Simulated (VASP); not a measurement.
# Ni3Ge (Pm-3m) in VASP: vibrations by perturbation theory with LDA

Aim: the vibrations by perturbation theory of Ni3Ge with LDA.

Everything below comes from runs of VASP 6.6.1. Logs are shortened: lines on timing, memory, paths and dates and some standing lists are left out, and cuts for length are marked.

## 1. The cell of the first run

It takes space group Pm-3m (No. 221, cubic). Conventional cell: a = 3.467 Å, b = 3.467 Å, c = 3.467 Å, α = 90.00°, β = 90.00°, γ = 90.00°. Within 3.2 Å of Ni (site symmetry 4/mmm) lie 8 Ni at 2.45 Å and 4 Ge at 2.45 Å. Ge (site symmetry m-3m) has 12 Ni at 2.45 Å within 3.2 Å.

## 2. Vibrations by perturbation theory, LDA (phonons at volume x 0.98)

INCAR reads:

```
  PREC = Accurate
  ENCUT = 520
  EDIFF = 1E-8
  ISMEAR = -1
  SIGMA = 0.15
  LREAL = F
  LASPH = T
  NELM = 60
  ALGO = Normal
  ISIF = 2
  LWAVE = F
  LCHARG = T
  GGA = CA
  NBANDS = 30
  IBRION = 8
  NSW = 1
```

KPOINTS reads:

```
Automatic mesh
0
Gamma
  12 12 12
```

POSCAR reads:

```
Ni3Ge
1.0
    3.4671136096      0.0000000000      0.0000000000
    0.0000000000      3.4671136096      0.0000000000
    0.0000000000      0.0000000000      3.4671136096
Ni Ge
3 1
Direct
    0.5000000000      0.0000000000      0.5000000000
    0.0000000000      0.5000000000      0.5000000000
    0.5000000000      0.5000000000      0.0000000000
    0.0000000000      0.0000000000      0.0000000000
```

Potentials or basis: VASP PAW LDA potentials, release 64 (Ni, Ge_d).

Started as:

```sh
$ cat potpaw_LDA.64/Ni/POTCAR potpaw_LDA.64/Ge_d/POTCAR > POTCAR
$ mpirun -np 1 vasp_std > vasp.out
```

OUTCAR:

```text
PREC = Accurate
   ENCUT = 520
   EDIFF = 1E-8
   ISMEAR = -1
   LREAL = F
   LASPH = T
   NELM = 60
   ISIF = 2
   GGA = CA
   IBRION = 8
   NSW = 1

 ion  position               nearest neighbor table
   1  0.500  0.000  0.500-   2 2.45   3 2.45   4 2.45   3 2.45   4 2.45   2 2.45   3 2.45   3 2.45
                             2 2.45   4 2.45   4 2.45   2 2.45
   2  0.000  0.500  0.500-   1 2.45   3 2.45   4 2.45   3 2.45   4 2.45   1 2.45   4 2.45   4 2.45
                             1 2.45   3 2.45   3 2.45   1 2.45
   3  0.500  0.500  0.000-   1 2.45   2 2.45   4 2.45   1 2.45   2 2.45   1 2.45   4 2.45   1 2.45
                             2 2.45   4 2.45   2 2.45   4 2.45
   4  0.000  0.000  0.000-   1 2.45   2 2.45   3 2.45   1 2.45   2 2.45   2 2.45   3 2.45   2 2.45
                             1 2.45   3 2.45   1 2.45   3 2.45

  LATTYP: Found a simple cubic cell.
 ALAT       =     3.4671136096

  Lattice vectors:

 A1 = (   3.4671136096,   0.0000000000,   0.0000000000)
 A2 = (   0.0000000000,   3.4671136096,   0.0000000000)
 A3 = (   0.0000000000,   0.0000000000,   3.4671136096)

Analysis of symmetry for initial positions (statically):
=====================================================================
 Subroutine PRICEL returns:
 Original cell was already a primitive cell.

 Routine SETGRP: Setting up the symmetry group for a
 simple cubic supercell.

 Subroutine GETGRP returns: Found 48 space group operations
 (whereof 48 operations were pure point group operations)
 out of a pool of 48 trial point group operations.

The static configuration has the point symmetry O_h .

Analysis of symmetry for dynamics (positions and initial velocities):
=====================================================================
 Subroutine PRICEL returns:
 Original cell was already a primitive cell.

 Routine SETGRP: Setting up the symmetry group for a
 simple cubic supercell.
[... 986 lines left out ...]
    total drift:                                0.000000      0.000000      0.000000

  FREE ENERGIE OF THE ION-ELECTRON SYSTEM (eV)
  ---------------------------------------------------
  free  energy   TOTEN  =       -26.4556359800 eV

  energy  without entropy=      -26.3010384315  energy(sigma->0) =      -26.37833721

[... ionic steps 2 to 12 ...]

--------------------------------------- Ionic step       13  -------------------------------------------

 Free energy of the ion-electron system (eV)
  ---------------------------------------------------
  ---------------------------------------------------
  free energy    TOTEN  =        -0.19621721 eV

  energy without entropy =       -0.19621721

------------------------ aborting loop because EDIFF is reached ----------------------------------------

 INTERNAL STRAIN TENSOR  FOR ION    4  DIRECTION 1   (eV/Angst):
 -----------------------------------------------------------------------------
    -0.05429 -0.00000 -0.00000
     0.00000  0.00883  0.00000
     0.00000  0.00000  0.00883

 INTERNAL STRAIN TENSOR FOR ION    4 for displacements in x,y,z  (eV/Angst):
          X           Y           Z          XY          YZ          ZX
  --------------------------------------------------------------------------------
  x     0.00000     0.00000     0.00000     0.00000     0.00000     0.00000
  y     0.00000     0.00000     0.00000     0.00000     0.00000     0.00000
  z     0.00000     0.00000     0.00000     0.00000     0.00000     0.00000

 SECOND DERIVATIVES (NOT SYMMETRIZED)
 ------------------------------------
               1X          1Y          1Z          2X          2Y          2Z          3X          3Y          3Z          4X          4Y          4Z
  1X   -10.240126    0.000000    0.000000    6.411692    0.000000    0.000000   -0.782765    0.000000    0.000000    4.611200    0.000000    0.000000
  1Y    -0.000000  -11.750421    0.000000    0.000000    6.411517   -0.000000    0.000000    6.411517   -0.000000    0.000000   -1.072614   -0.000000
  1Z     0.000000    0.000000  -10.240126    0.000000    0.000000   -0.782765    0.000000    0.000000    6.411692    0.000000    0.000000    4.611200
  2X     6.411517    0.000000   -0.000000  -11.750421    0.000000    0.000000    6.411517    0.000000   -0.000000   -1.072614    0.000000   -0.000000
  2Y     0.000000    6.411692    0.000000    0.000000  -10.240126    0.000000    0.000000   -0.782765    0.000000    0.000000    4.611200    0.000000
  2Z     0.000000    0.000000   -0.782765    0.000000    0.000000  -10.240126    0.000000    0.000000    6.411692    0.000000    0.000000    4.611200
  3X    -0.782765    0.000000    0.000000    6.411692    0.000000    0.000000  -10.240126    0.000000    0.000000    4.611200    0.000000    0.000000
  3Y     0.000000    6.411692    0.000000    0.000000   -0.782765    0.000000    0.000000  -10.240126    0.000000    0.000000    4.611200    0.000000
  3Z    -0.000000   -0.000000    6.411517   -0.000000   -0.000000    6.411517    0.000000    0.000000  -11.750421    0.000000   -0.000000   -1.072614
  4X     4.603291    0.000000    0.000000   -1.082417    0.000000    0.000000    4.603291   -0.000000   -0.000000   -8.124164    0.000000    0.000000
  4Y     0.000000   -1.082417    0.000000    0.000000    4.603291    0.000000   -0.000000    4.603291    0.000000    0.000000   -8.124164    0.000000
  4Z    -0.000000   -0.000000    4.603291   -0.000000    0.000000    4.603291    0.000000    0.000000   -1.082417    0.000000    0.000000   -8.124164

 Eigenvectors and eigenvalues of the dynamical matrix
 ----------------------------------------------------

   1 f  =    9.569743 THz    60.128466 2PiTHz  319.212254 cm-1    39.577258 meV
             X         Y         Z           dx          dy          dz
      1.733557  0.000000  1.733557    -0.488872   -0.085891    0.022905
      0.000000  1.733557  1.733557     0.640749    0.065532    0.022905
      1.733557  1.733557  0.000000    -0.488872    0.065532   -0.030021
      0.000000  0.000000  0.000000     0.302794   -0.040589   -0.014187
[... 71 lines left out ...]
  12 f/i=    0.004830 THz     0.030350 2PiTHz    0.161125 cm-1     0.019977 meV
             X         Y         Z           dx          dy          dz
      1.733557  0.000000  1.733557    -0.454200   -0.171589    0.008183
      0.000000  1.733557  1.733557    -0.453949   -0.171684    0.008183
      1.733557  1.733557  0.000000    -0.454200   -0.171684    0.008179
      0.000000  0.000000  0.000000    -0.506034   -0.191276    0.009117

--------------------------------------------------------------------------------------------------------

 ELASTIC MODULI CONTR FROM IONIC RELAXATION (kBar)
 Direction    XX          YY          ZZ          XY          YZ          ZX
 --------------------------------------------------------------------------------
 XX           0.0000      0.0000      0.0000      0.0000      0.0000      0.0000
 YY           0.0000      0.0000      0.0000      0.0000      0.0000      0.0000
 ZZ           0.0000      0.0000      0.0000      0.0000      0.0000      0.0000
 XY           0.0000      0.0000      0.0000      0.0000      0.0000      0.0000
 YZ           0.0000      0.0000      0.0000      0.0000      0.0000      0.0000
 ZX           0.0000      0.0000      0.0000      0.0000      0.0000      0.0000
 --------------------------------------------------------------------------------
```

It took 12 min on 1 thread of Intel Xeon 6975P-C (Granite Rapids), shared host; peak memory 0.83 GiB.

Results:

```
Highest phonon frequency at Γ, LO-TO splitting left out : 319 cm⁻¹
```

Phonon frequencies in cm⁻¹ (negative: imaginary):
```tsv
q point	frequencies
(0.000, 0.000, 0.000)	0 0 0 185 185 185 209 209 209 319 319 319
```

Caveat: the cell differs from its parent crystal (phonons at volume x 0.98); the cell wasn't relaxed at this level first, which shifts response properties. Spin polarisation is off, so any magnetic state and its effect on volume and gap are missing.
